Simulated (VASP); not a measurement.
Input of a VASP 6.6.1 run:

Contents of INCAR:

```
PREC     = Accurate       # precision mode
ENCUT    = 520            # plane-wave cutoff, eV
EDIFF    = 1E-6           # SCF threshold, eV
ISMEAR   = -1             # smearing method
SIGMA    = 0.05           # smearing width, eV
LREAL    = F              # projectors in reciprocal space
LASPH    = T              # aspherical terms in the spheres
NELM     = 100            # most SCF steps
ALGO     = Normal         # electronic algorithm
ISIF     = 2              # what is computed and relaxed
LWAVE    = F              # write WAVECAR
LCHARG   = T              # write CHGCAR
GGA      = RE             # functional
LELF     = T              # ELF
LVHAR    = T            
NBANDS   = 7              # bands
```

KPOINTS

```
Automatic mesh
0
Gamma
  12 12 13
```

File POSCAR:

```
Be
1.0
    2.2327400000      0.0000000000      0.0000000000
    0.0000000000      2.2327400000      0.0000000000
    0.0000000000      0.0000000000      2.0656500000
Be
1
Direct
    0.5000000000      0.5000000000      0.0000000000
```

Potentials or basis: VASP PAW PBE potentials, release 64 (Be).

Run with:

```sh
$ cat potpaw_PBE.64/Be/POTCAR > POTCAR
$ mpirun -np 1 vasp_std > vasp.out
```

Problem. Estimate the pressure.

Solution. 1.8 GPa.

Problem. What does it give for the band gap on the k mesh?

Solution. Zero (band 1 reaches 9.42 eV, above the bottom of band 2 at 2.52 eV).

Stress tensor (GPa, compression positive):
```
2.04 0.00 0.00
0.00 2.04 0.00
0.00 0.00 1.38
```

Caveat: the PAW data sets were made with another functional, which shifts forces and pressure a little.
